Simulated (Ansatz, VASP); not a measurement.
## One calculation of Li3HF2, two programs

```
CELL_PARAMETERS angstrom
2.86719 0.00000 0.00000
-1.43360 2.48306 0.00000
0.00000 0.00000 14.06525
ATOMIC_POSITIONS crystal
Li 0.00000 0.00000 0.99960
Li 0.33333 0.66667 0.16613
Li 0.66667 0.33333 0.33333
Li 0.00000 0.00000 0.50054
Li 0.33333 0.66667 0.66707
Li 0.66667 0.33333 0.83333
F 0.00000 0.00000 0.24974
F 0.66667 0.33333 0.08268
F 0.33333 0.66667 0.41692
F 0.66667 0.33333 0.58399
H 0.00000 0.00000 0.75154
H 0.33333 0.66667 0.91513
```

Alike in both runs: functional PBE; k mesh 9 × 9 × 2; occupations gaussian, width 0.02 eV; no spin polarisation.

Ansatz relaxed the structure, and its values are those at the end. VASP's run is a single point on that final structure, the one shown.

```csv
,VASP,Ansatz
version,VASP 6.6.1,Ansatz 0.2.0
potentials or method,"VASP PAW PBE potentials, release 64 (Li_sv, F, H), cutoff 520 eV","scalar-relativistic, plane waves, PAW"
valence electrons in the cell,48,48
```

|  | VASP | Ansatz | Ansatz less VASP |
| --- | --- | --- | --- |
| gap on the k mesh at the Fermi level (eV) | 4.82 | 4.82 | +0.002 |
| least direct gap on the mesh (eV) | 4.91 | 4.91 | +0.004 |

Noted on VASP's run: the cutoff is short for stress, so the pressure is rough.
